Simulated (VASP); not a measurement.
GdN:

```
CELL_PARAMETERS angstrom
4.32478 0.00000 0.00000
0.00000 4.32478 0.00000
0.00000 0.00000 3.59382
ATOMIC_POSITIONS crystal
Gd 0.50000 0.00000 0.24396
Gd 0.00000 0.50000 0.75604
N 0.00000 0.00000 0.00000
N 0.50000 0.50000 0.00000
```

Base run:

| Quantity | Value |
| --- | --- |
| Program | VASP 6.6.1 |
| Functional | PBE |
| Potentials or basis | VASP PAW PBE potentials, release 64 (Gd, N) |
| Cutoff | 520 eV |
| k mesh | 8 × 8 × 8 |
| Occupations | gaussian, width 0.05 eV |
| Spin | collinear spin, ferromagnetic start |
| Starting moments | [0.5, 0.5, 0.0, 0.0] μB |
| Hubbard terms | Gd f U = 6.0 eV |

Its results: band gap on the k mesh 0.20 eV (least direct gap 0.49 eV); pressure -0.3 GPa; largest force 0.019 eV/Å.

The run is repeated on the same cell with these changes: spin from collinear spin, ferromagnetic start to no spin polarisation; further incar settings from ALGO = Normal; EDIFF = 1e-07; NBANDS = 35 to ALGO = Normal; EDIFF = 1e-07; NBANDS = 31. What comes out?

Band gap on the k mesh zero (bands 23 and 24 overlap by 0.96 eV); pressure -3.3 GPa; largest force 0.109 eV/Å.

Caveats: spin-orbit coupling is left out, which moves the levels of the heavy elements; the cell stands under tension (at least some runs); U without spin polarisation on a metal has little footing (at least some runs).

A k mesh can miss the band edges.
